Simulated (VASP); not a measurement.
B:

```
CELL_PARAMETERS angstrom
2.70917 0.00000 0.00000
-1.35459 2.34621 0.00000
0.00000 0.00000 4.47013
ATOMIC_POSITIONS crystal
B 0.33333 0.66667 0.43750
B 0.66667 0.33333 0.93750
B 0.66667 0.33333 0.56250
B 0.33333 0.66667 0.06250
```

This isn't the form of B at room conditions, which is rhombohedral.

```yaml
Program: VASP 6.6.1
Task: relaxation of cell and atoms
Functional: PBE
Potentials_or_basis: VASP PAW PBE potentials, release 64 (B)
Cutoff: 600 eV
k_mesh: 9 × 9 × 4
Occupations: gaussian, width 0.1 eV
Spin: no spin polarisation
```

At the start: pressure 39.9 GPa; volume 7.10 Å³/atom.

Question: Where does the relaxation end?

Answer: Over 15 steps the energy falls by 412.5 meV/atom and the volume is 7.60 Å³/atom (+6.9 %); space group P6_3/mmc (No. 194, to 0.1 Å) before, P6/mmm (No. 191, to 0.1 Å).

The path:
```
step  energy change (eV)  largest force (eV/Å)  pressure (GPa)  volume (Å³)
   1              0.0000                0.1422           39.91        28.41
   2             -0.5176                0.5581          -11.76        36.32
   3             -0.6090                0.5127           -0.85        33.78
   4             -0.7055                0.7187           -2.02        33.88
   5             -1.0687                0.8141           -6.32        34.13
   6             -1.3655                0.2622          -19.24        34.29
   7             -1.3848                0.2144          -19.04        34.13
   8             -1.4137                0.0624          -18.10        33.70
   9             -1.4505                0.0598          -16.90        33.42
  10             -1.5433                0.0520          -12.99        32.58
  11             -1.6427                0.0320           -3.66        30.94
  12             -1.6476                0.0250           -0.49        30.47
  13             -1.6476                0.0260           -0.93        30.54
  14             -1.6485                0.0237           -0.76        30.50
  15             -1.6498                0.0167           -0.27        30.38
```

Final structure:
```
B
1.0
     3.01147    0.00000    0.00000
    -1.50573    2.60801    0.00000
     0.00000    0.00000    3.86874
B
4
Direct
  0.33333 0.66667 0.49962
  0.66667 0.33333 0.99962
  0.66667 0.33333 0.50038
  0.33333 0.66667 0.00038
```
